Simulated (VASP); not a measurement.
Write the native input for VASP 6.6.1 that does the following.

```yaml
Task: single point
Functional: PBE
Potentials_or_basis: VASP PAW PBE potentials, release 64 (Rh_pv)
Cutoff: 500 eV
k_mesh: 14 × 14 × 14
Occupations: methfessel-paxton, width 0.05 eV
Spin: no spin polarisation
Dipole_correction: no
Further_INCAR_settings: ALGO = Normal; EDIFF = 1e-06; NBANDS = 14
```

The structure of Rh lies in POSCAR:

```
Rh
1.0
    0.0000000000      1.8978500000      1.8978500000
    1.8978500000      0.0000000000      1.8978500000
    1.8978500000      1.8978500000      0.0000000000
Rh
1
Direct
    0.0000000000      0.0000000000      0.0000000000
```

These files were run (other wordings do the same):

INCAR

```
  PREC = Accurate
  ENCUT = 500
  EDIFF = 1E-6
  ISMEAR = 1
  SIGMA = 0.05
  LREAL = F
  LASPH = T
  NELM = 120
  ALGO = Normal
  ISIF = 2
  LWAVE = F
  LCHARG = T
  GGA = PE
  LELF = T
  LVHAR = T
  NBANDS = 14
  GGA_COMPAT = F
```

KPOINTS

```
Automatic mesh
0
Gamma
  14 14 14
```

Potentials or basis: VASP PAW PBE potentials, release 64 (Rh_pv).

Launch:

```console
$ cat potpaw_PBE.64/Rh_pv/POTCAR > POTCAR
$ mpirun -np 1 vasp_std > vasp.out
```

It gave:

The pressure is 7.6 GPa.

Wall time 7.5 s on 1 thread of Intel(R) Xeon(R) 6975P-C (Granite Rapids), with other jobs on the host, peak memory 0.13 GiB.
